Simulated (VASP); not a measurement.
Cr: single point with LDA

Cr:

```
CELL_PARAMETERS angstrom
-1.39387 1.39387 1.39387
1.39387 -1.39387 1.39387
1.39387 1.39387 -1.39387
ATOMIC_POSITIONS crystal
Cr 0.00000 0.00000 0.00000
```

```yaml
Program: VASP 6.6.1
Task: single point
Functional: LDA
Potentials_or_basis: VASP PAW LDA potentials, release 64 (Cr_pv)
Cutoff: 520 eV
k_mesh: 16 × 16 × 16
Occupations: gaussian, width 0.2 eV
Spin: collinear spin, ferromagnetic start
Starting_moments: "[1.5] μB"
```

* Pressure: 0.3 GPa
* Band gap on the k mesh: zero (filled and empty bands overlap)
* Net moment: 0.00 μB per cell
* Valence electrons inside the program's atomic spheres: Cr 11.21

Levels at points of the mesh, in eV from the Fermi level:
Spin up:
```csv
k point,band 4,band 5,band 6,band 7,band 8,band 9
"(0.00, 0.00, 0.00)",-7.99,-0.99,-0.99,-0.99,1.19,1.19
"(0.50, 0.00, 0.00)",-4.75,-2.68,1.23,1.41,1.58,3.16
"(0.50, 0.50, 0.50)",-4.75,-4.75,2.72,2.72,2.72,5.41
```
Spin down:
| k point | band 2 | band 3 | band 4 | band 5 | band 6 | band 7 | band 8 | band 9 | band 10 | band 11 |
| --- | --- | --- | --- | --- | --- | --- | --- | --- | --- | --- |
| (0.00, 0.00, 0.00) | -42.22 | -42.22 | -7.99 | -0.99 | -0.99 | -0.99 | 1.19 | 1.19 | 5.41 | 22.85 |
| (0.50, 0.00, 0.00) | -42.58 | -42.23 | -4.75 | -2.68 | 1.23 | 1.41 | 1.58 | 3.16 | 5.40 | 10.77 |
| (0.50, 0.50, 0.50) | -43.01 | -43.01 | -4.75 | -4.75 | 2.72 | 2.72 | 2.72 | 5.41 | 11.23 | 11.23 |

Wall time 51 s on 1 thread of Intel Xeon 8259CL, on a shared host, peak memory 0.15 GiB.

Caveat: an empty level that is flat over the whole mesh can mark a ghost state of the potentials, or a narrow d or f band.
